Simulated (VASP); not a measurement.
Here is a VASP 6.6.1 calculation.

INCAR

```
PREC     = Accurate       # precision mode
ENCUT    = 520            # plane-wave cutoff, eV
EDIFF    = 1E-8           # SCF threshold, eV
ISMEAR   = -1             # smearing method
SIGMA    = 0.05           # smearing width, eV
LREAL    = False          # projectors in reciprocal space
LASPH    = True           # aspherical terms in the spheres
NELM     = 80             # most SCF steps
ALGO     = Normal         # electronic algorithm
ISIF     = 2              # what is computed and relaxed
LWAVE    = False          # write WAVECAR
LCHARG   = False          # write CHGCAR
GGA      = PE             # functional
LEFG     = True         
NBANDS   = 19             # bands
```

The input KPOINTS:

```
Automatic mesh
0
Gamma
  14 14 7
```

File POSCAR:

```
Cd
1.0
    2.9887691672      0.0000000000      0.0000000000
   -1.4943845836      2.5883500248      0.0000000000
    0.0000000000      0.0000000000      5.6363134261
Cd
2
Direct
    0.3333333333      0.6666666667      0.2500000000
    0.6666666667      0.3333333333      0.7500000000
```

Potentials or basis: VASP PAW PBE potentials, release 64 (Cd).

Run with:

```console
$ cat potpaw_PBE.64/Cd/POTCAR > POTCAR
$ mpirun -np 1 vasp_std > vasp.out
```

Task: Estimate the band gap on the k mesh.

Result: Zero (band 12 reaches 4.21 eV, above the bottom of band 13 at -0.09 eV).

Task: Predict the pressure.

Result: 2.7 GPa.

Stress tensor (GPa, compression positive):
```
3.18 0.00 0.00
0.00 3.18 0.00
0.00 0.00 1.81
```

Caveat: without QUAD_EFG the Cq values of the log hold for a quadrupole moment of 1 mb, not for the nuclei.
